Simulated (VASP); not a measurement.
Write the native input for VASP 6.6.1 that does the following.

| Quantity | Value |
| --- | --- |
| Task | single point |
| Functional | PBEsol |
| Potentials or basis | VASP PAW PBE potentials, release 64 (W_sv, C) |
| Cutoff | 520 eV |
| k mesh | 18 × 18 × 16 |
| Occupations | gaussian, width 0.15 eV |
| Spin | no spin polarisation |
| Dipole correction | no |
| Further INCAR settings | ALGO = Normal; EDIFF = 1e-07; NBANDS = 16 |

The structure of WC lies in POSCAR:

```
WC
1.0
    2.9585114647      0.0000000000      0.0000000000
   -1.4792557324      2.4616697687      0.0000000000
    0.0000000000      0.0000000000      2.8290000000
W C
1 1
Direct
    0.0000000000      0.0000000000      0.0000000000
    0.6666666667      0.3333333333      0.5000000000
```

This cell differs from its parent crystal: strain +0.0200 x Voigt [1, -1, 0, 0, 0, 0].

These files were run (other wordings do the same):

INCAR

```
SYSTEM = WC
ALGO     = Normal         ! electronic algorithm
EDIFF    = 1E-7           ! SCF threshold, eV
ENCUT    = 520            ! plane-wave cutoff, eV
GGA      = PS             ! functional
ISIF     = 2              ! what is computed and relaxed
ISMEAR   = 0              ! smearing method
LASPH    = .True.         ! aspherical terms in the spheres
LCHARG   = .False.        ! write CHGCAR
LREAL    = .False.        ! projectors in reciprocal space
LWAVE    = .False.        ! write WAVECAR
NBANDS   = 16             ! bands
NELM     = 80             ! most SCF steps
PREC     = Accurate       ! precision mode
SIGMA    = 0.15           ! smearing width, eV
```

KPOINTS

```
k-points
0
Gamma
  18 18 16
  0 0 0
```

Potentials or basis: VASP PAW PBE potentials, release 64 (W_sv, C).

Launch:

```console
$ cat potpaw_PBE.64/W_sv/POTCAR potpaw_PBE.64/C/POTCAR > POTCAR
$ mpirun -np 1 vasp_std > vasp.out
```

Results of the run:

The pressure is 1.0 GPa, the largest force is 0.245 eV/Å and the band gap on the k mesh is zero (bands 9 and 10 overlap by 1.25 eV).

Caveat: the cell differs from its parent crystal (strain +0.0200 x Voigt [1, -1, 0, 0, 0, 0]); the PAW data sets were made with another functional, which shifts forces and pressure a little; spin-orbit coupling is left out, which moves the levels of the heavy elements.

It took 91 s on 1 thread of Intel(R) Xeon(R) 6975P-C (Granite Rapids), with other jobs on the host, peak memory 0.37 GiB.
